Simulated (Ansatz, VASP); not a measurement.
**One calculation of KMgF3, two programs**

```
CELL_PARAMETERS angstrom
3.98367 0.00000 0.00000
0.00000 3.98367 0.00000
0.00000 0.00000 3.98367
ATOMIC_POSITIONS crystal
K 0.50000 0.50000 0.50000
Mg 0.00000 0.00000 0.00000
F 0.50000 0.00000 0.00000
F 0.00000 0.50000 0.00000
F 0.00000 0.00000 0.50000
```

Alike in both runs: task single point; functional r2SCAN; k mesh 8 × 8 × 8; occupations fermi-dirac, width 0.02 eV; no spin polarisation.

|  | VASP | Ansatz |
| --- | --- | --- |
| version | VASP 6.6.1 | Ansatz 0.2.0 |
| potentials or method | VASP PAW PBE potentials, release 64 (K_sv, Mg, F), cutoff 520 eV | PAW plane waves |
| valence electrons in the cell | 32 | 40 |

Ansatz gave:

```
gap on the k mesh at the Fermi level (eV) : 8.29
pressure (GPa)                            : 0.0
```

**Question.** Which values does VASP return?

**Answer.** gap on the k mesh at the Fermi level (eV): 8.26; pressure (GPa): -0.8.

VASP's potentials were made for PBE, not for r2SCAN. With one functional, cell and mesh, what is left measures potentials, basis and numerics. VASP's potentials hold 32 valence electrons a cell and Ansatz's 40, so a difference there can come from the potentials and not from the codes.
